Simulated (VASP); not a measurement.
A run of VASP 6.6.1:

INCAR

```
ALGO = Normal
EDIFF = 1E-8
ENCUT = 520
GGA = PE
ISIF = 2
ISMEAR = -1
ISPIN = 2
LASPH = T
LCHARG = F
LEFG = T
LMAXMIX = 4
LORBIT = 11
LREAL = F
LWAVE = F
MAGMOM = 2 0
NBANDS = 20
NELM = 150
PREC = Accurate
SIGMA = 0.02
```

The input KPOINTS:

```
k-points
0
Gamma
  17 17 15
```

File POSCAR:

```
WC
1.0
    2.8982000000      0.0000000000      0.0000000000
   -1.4491000000      2.5099148252      0.0000000000
    0.0000000000      0.0000000000      2.8314000000
W C
1 1
Direct
    0.0000000000      0.0000000000      0.0000000000
    0.6666666667      0.3333333333      0.5000000000
```

Potentials or basis: VASP PAW PBE potentials, release 64 (W_sv, C).

Command:

```bash
$ cat potpaw_PBE.64/W_sv/POTCAR potpaw_PBE.64/C/POTCAR > POTCAR
$ mpirun -np 1 vasp_std > vasp.out
```

Hardware: 1 thread of Oxide Virtual Turin-like Processor (shared host).

Estimate the wall time of this run.

Run time: 3.5 min on 1 thread of Oxide Virtual Turin-like Processor, with other jobs on the host, peak memory 0.25 GiB. Counts: scf iterations 16, k points 264.
